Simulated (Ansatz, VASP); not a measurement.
## InP in VASP and in Ansatz

```xyz
2
Lattice="0.0000 2.9499 2.9499 2.9499 0.0000 2.9499 2.9499 2.9499 0.0000" Properties=species:S:1:pos:R:3 pbc="T T T"
In    0.0000    0.0000    0.0000
P     1.4750    1.4750    1.4750
```

Alike in both runs: task single point; functional PBE; k mesh 10 × 10 × 10; occupations gaussian, width 0.02 eV; no spin polarisation.

```csv
,VASP,Ansatz
version,VASP 6.6.1,Ansatz 0.2.0
potentials or method,"VASP PAW PBE potentials, release 64 (In_d, P), cutoff 520 eV","scalar-relativistic, plane waves, PAW"
valence electrons in the cell,18,18
```

```csv
,VASP,Ansatz,Ansatz less VASP
gap on the k mesh at the Fermi level (eV),0.60,0.61,+0.003
least direct gap on the mesh (eV),0.60,0.61,+0.003
pressure (GPa),1.9,1.9,+0.05
```

The functional is the same, so the differences come from potentials, cutoffs and numerics.
